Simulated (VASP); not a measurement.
AlN, 4 atoms in the cell. The structure is hexagonal, space group P6_3/mmc (No. 194). Conventional cell: a = 3.396 Å, b = 3.396 Å, c = 4.062 Å, α = 90.00°, β = 90.00°, γ = 120.00°. Within 2.6 Å of Al (site symmetry -6m2) lie 5 N at 1.96 to 2.03 Å. Within 2.6 Å of N (site symmetry -6m2) lie 5 Al at 1.96 to 2.03 Å. 

```yaml
Program: VASP 6.6.1
Task: single point
Functional: PBE
Potentials_or_basis: VASP PAW PBE potentials, release 64 (Al, N)
Cutoff: 520 eV
k_mesh: 9 × 9 × 6
Occupations: gaussian, width 0.05 eV
Spin: no spin polarisation
Dipole_correction: no
Further_INCAR_settings: ALGO = Normal; EDIFF = 1e-06; NBANDS = 16
```

Potentials or basis: VASP PAW PBE potentials, release 64 (Al, N).

Launch:

```bash
$ cat potpaw_PBE.64/Al/POTCAR potpaw_PBE.64/N/POTCAR > POTCAR
$ mpirun -np 1 vasp_std > vasp.out
```

Hardware: 1 thread of Intel(R) Xeon(R) Platinum 8259CL CPU @ 2.50GHz (Skylake/Cascade Lake), on a shared host.

**Question.** How long does it take, and how much memory?

**Answer.** Run time: 30 s on 1 thread of Intel(R) Xeon(R) Platinum 8259CL CPU @ 2.50GHz (Skylake/Cascade Lake) (shared host), peak memory 0.16 GiB. Counts: scf iterations 13, k points 48.
